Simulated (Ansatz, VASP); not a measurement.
# Si2Mo: VASP beside Ansatz

```
CELL_PARAMETERS angstrom
4.58547 0.00000 0.00000
-2.29274 3.97113 0.00000
0.00000 0.00000 6.57976
ATOMIC_POSITIONS crystal
Mo 0.50000 0.50000 0.83333
Mo 0.00000 0.50000 0.16667
Mo 0.50000 0.00000 0.50000
Si 0.16387 0.32775 0.50000
Si 0.67225 0.83613 0.16667
Si 0.83613 0.16387 0.83333
Si 0.83613 0.67225 0.50000
Si 0.32775 0.16387 0.16667
Si 0.16387 0.83613 0.83333
```

Alike in both runs: task relaxation of cell and atoms; functional BLYP; k mesh 5 × 5 × 3; occupations fermi-dirac, width 0.05 eV; no spin polarisation.

|  | VASP | Ansatz |
| --- | --- | --- |
| version | VASP 6.6.1 | Ansatz 0.2.0 |
| potentials or method | VASP PAW PBE potentials, release 64 (Mo_sv, Si) | Ansatz PAW |
| plane-wave cutoff (eV) | 600 | 420 |
| valence electrons in the cell | 66 | 66 |

```tsv
	VASP	Ansatz	Ansatz less VASP
gap on the k mesh at the Fermi level, each at its own relaxed structure (eV)	0.56	0.56	+0.007
relaxed volume (Å³/atom)	14.25	14.19	-0.060
relaxed cell length with the largest relative difference (Å)	4.708	4.701	-0.0071
```

VASP's potentials were made for PBE, not for BLYP.

Noted on Ansatz's run: odd divisions of the mesh miss points on the zone boundary, where band edges often lie, so the gap on the mesh can be too wide; the plane-wave basis is chosen anew once the cell has moved, so the energies of steps on either side of that aren't comparable.
